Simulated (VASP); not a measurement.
# W (Im-3m) in VASP: single point with PBE

Aim: the single point of W with PBE.

All numbers are computed with VASP 6.6.1; they aren't measurements. Logs are shortened: lines on timing, memory, paths and dates and some standing lists are left out, and cuts for length are marked.

### Step 1. The cell of the first run

Symmetry: Im-3m, No. 229, cubic system. The conventional cell has a = 3.185 Å, b = 3.185 Å, c = 3.185 Å, α = 90.00°, β = 90.00°, γ = 90.00°. W (site symmetry m-3m) has 14 W at 2.76 to 3.18 Å within 3.6 Å.

### Step 2. Single point, PBE

Input file INCAR:

```
SYSTEM = W
ALGO     = Normal         ! electronic algorithm
EDIFF    = 1E-6           ! SCF threshold, eV
ENCUT    = 500            ! plane-wave cutoff, eV
GGA      = PE             ! functional
GGA_COMPAT= .False.      
ISIF     = 2              ! what is computed and relaxed
ISMEAR   = 0              ! smearing method
LASPH    = .True.         ! aspherical terms in the spheres
LCHARG   = .False.        ! write CHGCAR
LREAL    = .False.        ! projectors in reciprocal space
LWAVE    = .False.        ! write WAVECAR
NBANDS   = 13             ! bands
NELM     = 120            ! most SCF steps
PREC     = Accurate       ! precision mode
SIGMA    = 0.05           ! smearing width, eV
```

Input file KPOINTS:

```
k-points
0
Gamma
  8 8 8
  0 0 0
```

Input file POSCAR:

```
W
1.0
   -1.5923787433      1.5923787433      1.5923787433
    1.5923787433     -1.5923787433      1.5923787433
    1.5923787433      1.5923787433     -1.5923787433
W
1
Direct
    0.0000000000      0.0000000000      0.0000000000
```

Potentials or basis: VASP PAW PBE potentials, release 64 (W_sv).

Started as:

```bash
$ cat potpaw_PBE.64/W_sv/POTCAR > POTCAR
$ mpirun -np 1 vasp_std > vasp.out
```

OUTCAR:

```text
SYSTEM = W
   EDIFF = 1E-6
   ENCUT = 500
   GGA = PE
   ISIF = 2
   ISMEAR = 0
   LASPH = .True.
   LREAL = .False.
   NELM = 120
   PREC = Accurate

 ion  position               nearest neighbor table
   1  0.000  0.000  0.000-

  LATTYP: Found a body centered cubic cell.
 ALAT       =     3.1847574866

  Lattice vectors:

 A1 = (  -1.5923787433,   1.5923787433,   1.5923787433)
 A2 = (   1.5923787433,  -1.5923787433,   1.5923787433)
 A3 = (   1.5923787433,   1.5923787433,  -1.5923787433)

Analysis of symmetry for initial positions (statically):
=====================================================================
 Subroutine PRICEL returns:
 Original cell was already a primitive cell.

 Routine SETGRP: Setting up the symmetry group for a
 body centered cubic supercell.

 Subroutine GETGRP returns: Found 48 space group operations
 (whereof 48 operations were pure point group operations)
 out of a pool of 48 trial point group operations.

The static configuration has the point symmetry O_h .

Analysis of symmetry for dynamics (positions and initial velocities):
=====================================================================
 Subroutine PRICEL returns:
 Original cell was already a primitive cell.

 Routine SETGRP: Setting up the symmetry group for a
 body centered cubic supercell.

 Subroutine GETGRP returns: Found 48 space group operations
 (whereof 48 operations were pure point group operations)
 out of a pool of 48 trial point group operations.

The dynamic configuration has the point symmetry O_h .

 Subroutine INISYM returns: Found 48 space group operations
 (whereof 48 operations are pure point group operations),
 and found     1 'primitive' translations

----------------------------------------------------------------------------------------

                                     Primitive cell

  volume of cell :      16.1510

  direct lattice vectors                    reciprocal lattice vectors
    -1.592378743  1.592378743  1.592378743     0.000000000  0.313995651  0.313995651
     1.592378743 -1.592378743  1.592378743     0.313995651  0.000000000  0.313995651
     1.592378743  1.592378743 -1.592378743     0.313995651  0.313995651  0.000000000

  length of vectors
     2.758080888  2.758080888  2.758080888     0.444056908  0.444056908  0.444056908

  position of ions in fractional coordinates (direct lattice)
     0.000000000  0.000000000  0.000000000

  ion indices of the primitive-cell ions
   primitive index   ion index
                 1           1

----------------------------------------------------------------------------------------

 KPOINTS: k-points

Automatic generation of k-mesh.
 Grid dimensions read from file:
 generate k-points for:    8    8    8

 Generating k-lattice:

  Cartesian coordinates                     Fractional coordinates (reciprocal lattice)
     0.000000000  0.039249456  0.039249456     0.125000000  0.000000000  0.000000000
     0.039249456  0.000000000  0.039249456     0.000000000  0.125000000  0.000000000
     0.039249456  0.039249456  0.000000000     0.000000000  0.000000000  0.125000000

  Length of vectors
     0.055507114  0.055507114  0.055507114

  Shift w.r.t. Gamma in fractional coordinates (k-lattice)
     0.000000000  0.000000000  0.000000000

 Subroutine IBZKPT returns following result:
 ===========================================

 Found     29 irreducible k-points:

 Following reciprocal coordinates:
            Coordinates               Weight
  0.000000  0.000000  0.000000      1.000000
  0.125000  0.000000  0.000000     12.000000
  0.250000  0.000000  0.000000     12.000000
  0.375000  0.000000  0.000000     12.000000
  0.500000  0.000000  0.000000      6.000000
  0.125000  0.125000  0.000000     24.000000
[... 16 lines left out ...]
 -0.250000  0.250000  0.250000      6.000000
 -0.375000  0.375000  0.250000     24.000000
 [... further k-points ...]
   k-points           NKPTS =     29   k-points in BZ     NKDIM =     29   number of bands    NBANDS=     13
   number of dos      NEDOS =    301   number of ions     NIONS =      1
   total plane-waves  NPLWV =   8000
   dimension x,y,z NGX =    20 NGY =   20 NGZ =   20
   dimension x,y,z NGXF=    40 NGYF=   40 NGZF=   40
   ions per type =               1
   NGX,Y,Z   is equivalent  to a cutoff of  12.06, 12.06, 12.06 a.u.
   NGXF,Y,Z  is equivalent  to a cutoff of  24.11, 24.11, 24.11 a.u.
 SYSTEM =  W
   PREC   = accura    normal or accurate (medium, high low for compatibility)
   ISTART =      0    job   : 0-new  1-cont  2-samecut
   ICHARG =      2    charge: 1-file 2-atom 10-const
   ISPIN  =      1    spin polarized calculation?
   LNONCOLLINEAR =      F non collinear calculations
   LSORBIT =      F    spin-orbit coupling
   LASPH  =      T    aspherical Exc in radial PAW
   ENCUT  =  500.0 eV  36.75 Ry    6.06 a.u.   5.03  5.03  5.03*2*pi/ulx,y,z
   NELM   =    120;   NELMIN=  2; NELMDL= -5     # of ELM steps
   EDIFF  = 0.1E-05   stopping-criterion for ELM
   LREAL  =      F    real-space projection
   EDIFFG = 0.1E-04   stopping-criterion for IOM
   NSW    =      0    number of steps for IOM
   IBRION =     -1    ionic relax: 0-MD 1-quasi-New 2-CG
   NFREE  =      0    steps in history (QN), initial steepest desc. (CG)
   ISIF   =      2    stress and relaxation
   ISYM   =      2    0-nonsym 1-usesym 2-fastsym
   POTIM  = 0.5000    time-step for ionic-motion
   TEBEG  =    0.0;   TEEND  =   0.0 temperature during run
   PSTRESS=    0.0 pullay stress
   NELECT =      14.0000    total number of electrons
   NUPDOWN=      -1.0000    fix difference up-down
   EMIN   =  10.00;   EMAX   =-10.00  energy-range for DOS
   EFERMI =   0.00;   METHOD = LEGACY
   ISMEAR =     0;   SIGMA  =   0.05  broadening in eV -4-tet -1-fermi 0-gaus
   EFERMI_NEDOS =   21; number of points for ismear=-14 and -15
   IALGO  =     38    algorithm
   IMIX   =      4    mixing-type and parameters
     AMIX     =   0.40;   BMIX     =  1.00
     AMIX_MAG =   1.60;   BMIX_MAG =  1.00
  volume/ion in A,a.u.               =      16.15       108.99
  Fermi-wavevector in a.u.,A,eV,Ry     =   1.560934  2.949737 33.150788  2.436514
  Thomas-Fermi vector in A             =   2.664073
   LORBIT       =      0    0 simple, 1 ext, 2 COOP (PROOUT), +10 PAW based schemes
   GGA     = PE    functional components
   LHFCALC =     F    Hartree Fock is set to
   AEXX    =    0.0000 exact exchange contribution
   IVDW    =     0    specifies the selected vdW correction
   LEPSILON=     F    determine dielectric tensor
   LRPA    =     F    only Hartree local field effects (RPA)
 non-spin polarized calculation
 Gauss-broadening in eV      SIGMA  =   0.05
  energy-cutoff  :      500.00
  volume of cell :       16.15
 maximum number of plane-waves:       427
   NGX =  9   NGY =  9   NGZ =  9

 number of electron      14.0000000 magnetization

 Free energy of the ion-electron system (eV)
  ---------------------------------------------------
  ext. energy  EPLUGINS =         0.00000000
  ---------------------------------------------------
  free energy    TOTEN  =       -12.95598187 eV

  energy without entropy =      -12.95598187  energy(sigma->0) =      -12.95598187

 E-fermi :  10.9569     XC(G=0): -13.5346

 val. band max:       10.6853182443   @ k =   0.1250   0.0000   0.0000
 cond. band min:      11.2528588336   @ k =  -0.2500   0.2500   0.1250
 fundamental gap:      0.5675405893
 Fermi energy:        10.9568672804

 k-point     1 :       0.0000    0.0000    0.0000
  band No.  band energies     occupation
      1     -63.0300      2.00000
      2     -26.6190      2.00000
      3     -26.6190      2.00000
      4     -26.6190      2.00000
      5       1.6416      2.00000
      6       9.9802      2.00000
      7       9.9802      2.00000
      8       9.9802      2.00000
      9      13.3935      0.00000
     10      13.3935      0.00000
     11      25.6482      0.00000
     12      25.6482      0.00000
     13      25.6482      0.00000

 k-point     2 :       0.1250    0.0000    0.0000
  band No.  band energies     occupation
      1     -63.0122      2.00000
      2     -26.8085      2.00000
      3     -26.6787      2.00000
      4     -26.6198      2.00000
      5       2.3561      2.00000
      6       9.5643      2.00000
      7       9.8367      2.00000
      8      10.6853      2.00000
      9      12.8691      0.00000
     10      13.4098      0.00000
     11      26.1709      0.00000
     12      26.8735      0.00000
     13      27.1794      0.00000

 k-point     3 :       0.2500    0.0000    0.0000
  band No.  band energies     occupation
      1     -62.9687      2.00000
      2     -27.2474      2.00000
      3     -26.8202      2.00000
      4     -26.6220      2.00000
      5       4.0220      2.00000
      6       8.6994      2.00000
      7       9.3600      2.00000
      8      12.6752      0.00000
      9      12.7803      0.00000
     10      13.5784      0.00000
     11      25.8287      0.00000
     12      27.4582      0.00000
     13      30.1144      0.00000
[... 305 lines left out ...]
 k-point    23 :      -0.2500    0.2500    0.2500
  band No.  band energies     occupation
      1     -62.9148      2.00000
      2     -27.2691      2.00000
      3     -27.0373      2.00000
      4     -27.0373      2.00000
      5       6.0016      2.00000
      6       8.4518      2.00000
      7      10.6561      2.00000
      8      10.6561      2.00000
      9      12.5120      0.00000
     10      14.5754      0.00000
     11      25.5300      0.00000
     12      30.3300      0.00000
     13      30.3300      0.00000

 k-point    24 :      -0.3750    0.3750    0.2500
  band No.  band energies     occupation
      1     -62.8766      2.00000
      2     -27.5239      2.00000
      3     -27.1859      2.00000
      4     -27.0722      2.00000
      5       6.7082      2.00000
      6       7.4442      2.00000
      7      10.6627      2.00000
      8      11.4404      0.00000
      9      14.8174      0.00000
     10      15.4459      0.00000
     11      24.6105      0.00000
     12      27.0755      0.00000
     13      28.2568      0.00000

 [... further k-points ...]
[... 5 lines left out ...]
  --------------------------------------------------------------------------------------
  -------------------------------------------------------------------------------------
  Total        0.0497548      0.0497548      0.0497548     -0.0000000     -0.0000000      0.0000000
  in kB        4.9356730      4.9356730      4.9356730     -0.0000000     -0.0000000      0.0000000
  external PRESSURE =       4.9356730 kB  Pullay stress =       0.0000000 kB

 VOLUME and BASIS-vectors are now :
 -----------------------------------------------------------------------------
  energy-cutoff  :      500.00
  volume of cell :       16.15
      direct lattice vectors                 reciprocal lattice vectors
    -1.592378743  1.592378743  1.592378743     0.000000000  0.313995651  0.313995651
     1.592378743 -1.592378743  1.592378743     0.313995651  0.000000000  0.313995651
     1.592378743  1.592378743 -1.592378743     0.313995651  0.313995651  0.000000000

 POSITION                                       TOTAL-FORCE (eV/Angst)
 -----------------------------------------------------------------------------------
      0.00000      0.00000      0.00000         0.000000     -0.000000     -0.000000
 -----------------------------------------------------------------------------------
    total drift:                                0.000000     -0.000000      0.000000

  FREE ENERGIE OF THE ION-ELECTRON SYSTEM (eV)
  ---------------------------------------------------
  free  energy   TOTEN  =       -12.9559818668 eV

  energy  without entropy=      -12.9559818668  energy(sigma->0) =      -12.95598187
```

It took 10 s on 1 thread of Intel Xeon 8259CL, shared host; peak memory 0.13 GiB.

Results:

* Free energy: -12.9560 eV
* Pressure: 0.5 GPa
* Band gap on the k mesh: zero (band 7 reaches 16.21 eV, above the bottom of band 8 at 9.98 eV)

Levels at points of the mesh, in eV from the Fermi level:
```tsv
k point	band 3	band 4	band 5	band 6	band 7	band 8	band 9	band 10	band 11	band 12
(0.00, 0.00, 0.00)	-37.58	-37.58	-9.32	-0.98	-0.98	-0.98	2.44	2.44	14.69	14.69
(0.50, 0.00, 0.00)	-37.97	-37.58	-5.94	-3.26	0.83	2.32	3.28	6.21	11.00	11.65
(0.50, 0.50, 0.50)	-38.43	-38.43	-5.47	-5.47	5.25	5.25	5.25	8.32	8.32	8.32
```

Caveat: spin-orbit coupling is left out, which moves the levels of the heavy elements.
